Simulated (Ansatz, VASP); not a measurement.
**Two plane-wave programs on Sr**

```
Sr
1.0
     0.00000    2.90289    2.90289
     2.90289    0.00000    2.90289
     2.90289    2.90289    0.00000
Sr
1
Direct
  0.00000 0.00000 0.00000
```

Alike in both runs: task single point; functional LDA; k mesh 8 × 8 × 8; occupations fermi-dirac, width 0.1 eV; no spin polarisation.

```csv
,VASP,Ansatz
version,VASP 6.6.1,Ansatz 0.2.0
potentials or method,"VASP PAW LDA potentials, release 64 (Sr_sv), cutoff 500 eV","plane waves (420 eV) with PAW, scalar-relativistic"
valence electrons in the cell,10,10
```

Ansatz gave:

- pressure (GPa): 0.0

Which values does VASP return?

Pressure (GPa): -0.1.

Ansatz warns that its potentials were made for another functional, while VASP's fit it. LDA's correlation is that of Perdew and Zunger in VASP and of Perdew and Wang (1992) in Ansatz.
